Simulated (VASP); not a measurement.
Set up this calculation in VASP 6.6.1, as the native input.

* Task: density of states
* Functional: LDA
* Potentials or basis: VASP PAW LDA potentials, release 64 (S)
* Cutoff: 520 eV
* k mesh: 16 × 16 × 16
* Occupations: fermi-dirac, width 0.08 eV
* Spin: no spin polarisation
* Dipole correction: no
* k mesh for the DOS: 24 × 24 × 24
* Occupations for the DOS: tetrahedron
* Further INCAR settings: ALGO = Normal; EDIFF = 1e-07; NBANDS = 9

S:

```
CELL_PARAMETERS angstrom
0.00000 1.94573 1.94573
1.94573 0.00000 1.94573
1.94573 1.94573 0.00000
ATOMIC_POSITIONS crystal
S 0.00000 0.00000 0.00000
```

These files were run (other wordings do the same):

POSCAR

```
S
1.0
    0.0000000000      1.9457338642      1.9457338642
    1.9457338642      0.0000000000      1.9457338642
    1.9457338642      1.9457338642      0.0000000000
S
1
Direct
    0.0000000000      0.0000000000      0.0000000000
```

INCAR.step1

```
PREC     = Accurate       # precision mode
ENCUT    = 520            # plane-wave cutoff, eV
EDIFF    = 1E-7           # SCF threshold, eV
ISMEAR   = -1             # smearing method
SIGMA    = 0.08           # smearing width, eV
LREAL    = F              # projectors in reciprocal space
LASPH    = T              # aspherical terms in the spheres
NELM     = 100            # most SCF steps
ALGO     = Normal         # electronic algorithm
ISIF     = 2              # what is computed and relaxed
LWAVE    = F              # write WAVECAR
LCHARG   = T              # write CHGCAR
GGA      = CA             # functional
NBANDS   = 9              # bands
```

KPOINTS.step1

```
Automatic mesh
0
Gamma
  16 16 16
```

INCAR.step2

```
PREC     = Accurate       # precision mode
ENCUT    = 520            # plane-wave cutoff, eV
EDIFF    = 1E-7           # SCF threshold, eV
ISMEAR   = -5             # smearing method
SIGMA    = 0.08           # smearing width, eV
LREAL    = F              # projectors in reciprocal space
LASPH    = T              # aspherical terms in the spheres
NELM     = 100            # most SCF steps
ALGO     = Normal         # electronic algorithm
ISIF     = 2              # what is computed and relaxed
LWAVE    = F              # write WAVECAR
LCHARG   = F              # write CHGCAR
GGA      = CA             # functional
LORBIT   = 11             # projections on sites
NBANDS   = 9              # bands
NEDOS    = 2001           # points of the DOS
ICHARG   = 11             # starting density
```

KPOINTS.step2

```
Automatic mesh
0
Gamma
  24 24 24
```

Potentials or basis: VASP PAW LDA potentials, release 64 (S).

The run is started by

```console
$ cat potpaw_LDA.64/S/POTCAR > POTCAR
$ cp INCAR.step1 INCAR
$ cp KPOINTS.step1 KPOINTS
$ mpirun -np 1 vasp_std > vasp.out
$ cp INCAR.step2 INCAR
$ cp KPOINTS.step2 KPOINTS
$ mpirun -np 1 vasp_std > vasp.out
```

It gave:

| Property | Result |
| --- | --- |
| Valence electrons inside the program's atomic spheres | S 3.47 |

It took 96 s on 1 thread of Intel Xeon 6975P-C, with other jobs on the host, peak memory 0.15 GiB.
